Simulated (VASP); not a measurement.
Write the native input for VASP 6.6.1 that does the following.

```yaml
Task: single point
Functional: PBE
Potentials_or_basis: VASP PAW PBE potentials, release 64 (Na_pv, Cl)
Cutoff: 500 eV
k_mesh: 4 × 4 × 4
Occupations: gaussian, width 0.01 eV
Spin: no spin polarisation
Dipole_correction: no
Further_INCAR_settings: ALGO = Normal; EDIFF = 1e-06; NBANDS = 14
```

The structure of NaCl lies in POSCAR:

```
NaCl
1.0
    0.0000000000      2.8571095188      2.8571095188
    2.8571095188      0.0000000000      2.8571095188
    2.8571095188      2.8571095188      0.0000000000
Na Cl
1 1
Direct
    0.0000000000      0.0000000000      0.0000000000
    0.5000000000      0.5000000000      0.5000000000
```

One way to write it, as run:

INCAR

```
SYSTEM = NaCl
  PREC = Accurate
  ENCUT = 500
  EDIFF = 1E-6
  ISMEAR = 0
  SIGMA = 0.01
  LREAL = .FALSE.
  LASPH = .TRUE.
  NELM = 120
  ALGO = Normal
  ISIF = 2
  LWAVE = .FALSE.
  LCHARG = .FALSE.
  GGA = PE
  NBANDS = 14
  GGA_COMPAT = .FALSE.
```

KPOINTS

```
Automatic mesh
0
G
  4 4 4
  0 0 0
```

Potentials or basis: VASP PAW PBE potentials, release 64 (Na_pv, Cl).

Launch:

```console
$ cat potpaw_PBE.64/Na_pv/POTCAR potpaw_PBE.64/Cl/POTCAR > POTCAR
$ mpirun -np 1 vasp_std > vasp.out
```

Results of the run:

The pressure is -0.3 GPa and the band gap on the k mesh is 4.96 eV, direct.

Caveat: the k points lie up to 0.48 Å⁻¹ apart.

Run time: 3.6 s on 1 thread of AMD EPYC 9R45 96-Core Processor (Zen 5) (shared host), peak memory 0.12 GiB.
